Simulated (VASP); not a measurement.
# Re (P6_3/mmc) in VASP: vibrations by perturbation theory with PBE

Aim: the vibrations by perturbation theory of Re with PBE.

Program: VASP 6.6.1. These are calculated values, not measurements. Logs are shortened: lines on timing, memory, paths and dates and some standing lists are left out, and cuts for length are marked.

**1. The cell of the first run**

It takes space group P6_3/mmc (No. 194, hexagonal). Conventional cell: a = 2.775 Å, b = 2.775 Å, c = 4.484 Å, α = 90.00°, β = 90.00°, γ = 120.00°. Within 3.6 Å of Re (site symmetry -6m2) lie 12 Re at 2.76 to 2.77 Å.

**2. Vibrations by perturbation theory, PBE**

The input, INCAR:

```
SYSTEM = Re
PREC     = Accurate       ! precision mode
ENCUT    = 520            ! plane-wave cutoff, eV
EDIFF    = 1E-8           ! SCF threshold, eV
ISMEAR   = 0              ! smearing method
SIGMA    = 0.15           ! smearing width, eV
LREAL    = .False.        ! projectors in reciprocal space
LASPH    = .True.         ! aspherical terms in the spheres
NELM     = 100            ! most SCF steps
ALGO     = Normal         ! electronic algorithm
ISIF     = 2              ! what is computed and relaxed
LWAVE    = .False.        ! write WAVECAR
LCHARG   = .False.        ! write CHGCAR
GGA      = PE             ! functional
NBANDS   = 14             ! bands
IBRION   = 8              ! ionic algorithm
NSW      = 1              ! ionic steps
```

The input, KPOINTS:

```
regular mesh
0
Gamma
  18 18 10
  0 0 0
```

The input, POSCAR:

```
Re
1.0
    2.7748241524      0.0000000000      0.0000000000
   -1.3874120762      2.4030682070      0.0000000000
    0.0000000000      0.0000000000      4.4842238099
Re
2
Direct
    0.3333333333      0.6666666667      0.2500000000
    0.6666666667      0.3333333333      0.7500000000
```

Potentials or basis: VASP PAW PBE potentials, release 64 (Re).

Run with:

```bash
$ cat potpaw_PBE.64/Re/POTCAR > POTCAR
$ mpirun -np 1 vasp_std > vasp.out
```

OUTCAR:

```text
SYSTEM = Re
   PREC = Accurate
   ENCUT = 520
   EDIFF = 1E-8
   ISMEAR = 0
   LREAL = .False.
   LASPH = .True.
   NELM = 100
   ISIF = 2
   GGA = PE
   IBRION = 8
   NSW = 1

 ion  position               nearest neighbor table
   1  0.333  0.667  0.250-   2 2.76   2 2.76   2 2.76   2 2.76   2 2.76   2 2.76
   2  0.667  0.333  0.750-   1 2.76   1 2.76   1 2.76   1 2.76   1 2.76   1 2.76

  LATTYP: Found a hexagonal cell.
 ALAT       =     2.7748241524
 C/A-ratio  =     1.6160389140

  Lattice vectors:

 A1 = (   2.7748241524,   0.0000000000,   0.0000000000)
 A2 = (  -1.3874120762,   2.4030682070,   0.0000000000)
 A3 = (   0.0000000000,   0.0000000000,   4.4842238099)

Analysis of symmetry for initial positions (statically):
=====================================================================
 Subroutine PRICEL returns:
 Original cell was already a primitive cell.

 Routine SETGRP: Setting up the symmetry group for a
 hexagonal supercell.

 Subroutine GETGRP returns: Found 24 space group operations
 (whereof 12 operations were pure point group operations)
 out of a pool of 24 trial point group operations.

The static configuration has the point symmetry D_3d.
 The point group associated with its full space group is D_6h.

Analysis of symmetry for dynamics (positions and initial velocities):
=====================================================================
 Subroutine PRICEL returns:
 Original cell was already a primitive cell.

 Routine SETGRP: Setting up the symmetry group for a
 hexagonal supercell.

 Subroutine GETGRP returns: Found 24 space group operations
 (whereof 12 operations were pure point group operations)
 out of a pool of 24 trial point group operations.

The dynamic configuration has the point symmetry D_3d.
 The point group associated with its full space group is D_6h.

 Subroutine INISYM returns: Found 24 space group operations
 (whereof 12 operations are pure point group operations),
 and found     1 'primitive' translations

----------------------------------------------------------------------------------------

                                     Primitive cell

  volume of cell :      29.9012

  direct lattice vectors                    reciprocal lattice vectors
     2.774824152  0.000000000  0.000000000     0.360383197  0.208067336  0.000000000
    -1.387412076  2.403068207  0.000000000     0.000000000  0.416134672  0.000000000
     0.000000000  0.000000000  4.484223810     0.000000000  0.000000000  0.223004034

  length of vectors
     2.774824152  2.774824152  4.484223810     0.416134672  0.416134672  0.223004034

  position of ions in fractional coordinates (direct lattice)
     0.333333333  0.666666667  0.250000000
     0.666666667  0.333333333  0.750000000

  ion indices of the primitive-cell ions
   primitive index   ion index
                 1           1
                 2           2

----------------------------------------------------------------------------------------

 KPOINTS: regular mesh

Automatic generation of k-mesh.
 Grid dimensions read from file:
 generate k-points for:   18   18   10

 Generating k-lattice:

  Cartesian coordinates                     Fractional coordinates (reciprocal lattice)
     0.020021289  0.011559296  0.000000000     0.055555556  0.000000000  0.000000000
     0.000000000  0.023118593  0.000000000     0.000000000  0.055555556  0.000000000
     0.000000000  0.000000000  0.022300403     0.000000000  0.000000000  0.100000000

  Length of vectors
     0.023118593  0.023118593  0.022300403

  Shift w.r.t. Gamma in fractional coordinates (k-lattice)
     0.000000000  0.000000000  0.000000000
[... 99 lines left out ...]

  energy without entropy =      -24.84068400  energy(sigma->0) =      -24.85023761

 E-fermi :   7.6795     XC(G=0): -13.6426

 val. band max:        7.6691941140   @ k =   0.1667   0.0556   0.1000
 cond. band min:       7.6815597582   @ k =   0.3333   0.1667   0.4000
 fundamental gap:      0.0123656442
 Fermi energy:         7.6795011819

 k-point     1 :       0.0000    0.0000    0.0000
  band No.  band energies     occupation
      1      -2.0669      2.00000
      2       1.1820      2.00000
      3       6.1419      2.00000
      4       6.1528      2.00000
      5       6.1528      2.00000
      6       6.9657      2.00000
      7       6.9657      2.00000
      8       7.8824      0.05574
      9       7.8824      0.05574
     10       8.2669      0.00000
     11      10.9797      0.00000
     12      10.9797      0.00000
     13      17.4861      0.00000
     14      21.8189      0.00000
[... 377 lines left out ...]
      1       2.2029      2.00000
      2       2.3467      2.00000
      3       2.6745      2.00000
      4       5.4221      2.00000
      5       5.6581      2.00000
      6       6.3329      2.00000
      7       7.0688      2.00000
      8      10.8165      0.00000
      9      11.4035      0.00000
     10      11.6738      0.00000
     11      13.1955      0.00000
     12      15.9281      0.00000
     13      17.6946      0.00000
     14      18.8029      0.00000

 [... further k-points ...]

------------------------ aborting loop because EDIFF is reached ----------------------------------------

  FORCE on cell =-STRESS in cart. coord.  units (eV):
  Direction    XX          YY          ZZ          XY          YZ          ZX
  --------------------------------------------------------------------------------------
  -------------------------------------------------------------------------------------
  Total       -0.0723544     -0.0723544     -0.1393719      0.0000000     -0.0000000     -0.0000000
  in kB       -3.8769178     -3.8769178     -7.4678753      0.0000000     -0.0000000     -0.0000000
  external PRESSURE =      -5.0739036 kB  Pullay stress =       0.0000000 kB

 VOLUME and BASIS-vectors are now :
 -----------------------------------------------------------------------------
  energy-cutoff  :      520.00
  volume of cell :       29.90
      direct lattice vectors                 reciprocal lattice vectors
     2.774824152  0.000000000  0.000000000     0.360383197  0.208067336  0.000000000
    -1.387412076  2.403068207  0.000000000     0.000000000  0.416134672  0.000000000
     0.000000000  0.000000000  4.484223810     0.000000000  0.000000000  0.223004034

 POSITION                                       TOTAL-FORCE (eV/Angst)
 -----------------------------------------------------------------------------------
     -0.00000      1.60205      1.12106         0.000000     -0.000000      0.000000
      1.38741      0.80102      3.36317        -0.000000      0.000000      0.000000
 -----------------------------------------------------------------------------------
    total drift:                               -0.000000      0.000000     -0.000000

  FREE ENERGIE OF THE ION-ELECTRON SYSTEM (eV)
  ---------------------------------------------------
  free  energy   TOTEN  =       -24.8597912153 eV

  energy  without entropy=      -24.8406840041  energy(sigma->0) =      -24.85023761

[... ionic steps 2 to 3 ...]

--------------------------------------- Ionic step        4  -------------------------------------------

------------------------ aborting loop because EDIFF is reached ----------------------------------------

[... ionic steps 5 to 5 ...]

--------------------------------------- Ionic step        6  -------------------------------------------

 Free energy of the ion-electron system (eV)
  ---------------------------------------------------
  ---------------------------------------------------
  free energy    TOTEN  =        -0.18477922 eV

  energy without entropy =       -0.18477922

------------------------ aborting loop because EDIFF is reached ----------------------------------------

 INTERNAL STRAIN TENSOR  FOR ION    1  DIRECTION 3   (eV/Angst):
 -----------------------------------------------------------------------------
    -0.03399  0.00000 -0.00000
     0.00000 -0.03399  0.00000
     0.00000 -0.00000  0.06629

 INTERNAL STRAIN TENSOR FOR ION    2 for displacements in x,y,z  (eV/Angst):
          X           Y           Z          XY          YZ          ZX
  --------------------------------------------------------------------------------
  x    -0.00000    -0.00000     0.00000     2.84686     0.00000     0.00000
  y     2.84686    -2.84686     0.00000     0.00000     0.00000     0.00000
  z    -0.00000     0.00000    -0.00000     0.00000    -0.00000     0.00000

 SECOND DERIVATIVES (NOT SYMMETRIZED)
 ------------------------------------
               1X          1Y          1Z          2X          2Y          2Z
  1X    -4.335653    0.000000    0.000000    4.335653    0.000000    0.000000
  1Y     0.000000   -4.335653    0.000000    0.000000    4.335653    0.000000
  1Z    -0.000000    0.000000   -2.184955    0.000000   -0.000000    2.184955
  2X     4.335653    0.000000    0.000000   -4.335653    0.000000    0.000000
  2Y     0.000000    4.335653    0.000000    0.000000   -4.335653    0.000000
  2Z     0.000000   -0.000000    2.184955   -0.000000    0.000000   -2.184955

 Eigenvectors and eigenvalues of the dynamical matrix
 ----------------------------------------------------

   1 f  =    3.373611 THz    21.197023 2PiTHz  112.531550 cm-1    13.952128 meV
             X         Y         Z           dx          dy          dz
     -0.000000  1.602045  1.121056    -0.707107   -0.000000   -0.000000
      1.387412  0.801023  3.363168     0.707107    0.000000    0.000000
[... 11 lines left out ...]
   4 f  =    0.000000 THz     0.000000 2PiTHz    0.000002 cm-1     0.000000 meV
             X         Y         Z           dx          dy          dz
     -0.000000  1.602045  1.121056    -0.000000    0.257943   -0.658381
      1.387412  0.801023  3.363168    -0.000000    0.257943   -0.658381

   5 f/i=    0.000000 THz     0.000000 2PiTHz    0.000000 cm-1     0.000000 meV
             X         Y         Z           dx          dy          dz
     -0.000000  1.602045  1.121056     0.707107    0.000000    0.000000
      1.387412  0.801023  3.363168     0.707107    0.000000    0.000000

   6 f/i=    0.000000 THz     0.000000 2PiTHz    0.000002 cm-1     0.000000 meV
             X         Y         Z           dx          dy          dz
     -0.000000  1.602045  1.121056    -0.000000    0.658381    0.257943
      1.387412  0.801023  3.363168    -0.000000    0.658381    0.257943

--------------------------------------------------------------------------------------------------------

 ELASTIC MODULI CONTR FROM IONIC RELAXATION (kBar)
 Direction    XX          YY          ZZ          XY          YZ          ZX
 --------------------------------------------------------------------------------
 XX        -100.1614    100.1614     -0.0000      0.0000      0.0000     -0.0000
 YY         100.1614   -100.1614      0.0000      0.0000     -0.0000      0.0000
 ZZ          -0.0000      0.0000     -0.0000     -0.0000     -0.0000      0.0000
 XY           0.0000      0.0000     -0.0000   -100.1614     -0.0000      0.0000
 YZ           0.0000     -0.0000     -0.0000     -0.0000     -0.0000      0.0000
 ZX          -0.0000      0.0000      0.0000      0.0000      0.0000     -0.0000
 --------------------------------------------------------------------------------
```

Run time: 16 min. Hardware: 1 thread of Oxide Virtual Turin-like, shared host; peak memory 0.81 GiB.

Results:

- Highest phonon frequency at Γ: 113 cm⁻¹

Phonon frequencies in cm⁻¹ (negative: imaginary):
| q point | frequencies |
| --- | --- |
| (0.000, 0.000, 0.000) | 0 0 0 80 113 113 |

Caveat: spin-orbit coupling is left out, which moves the levels of the heavy elements.
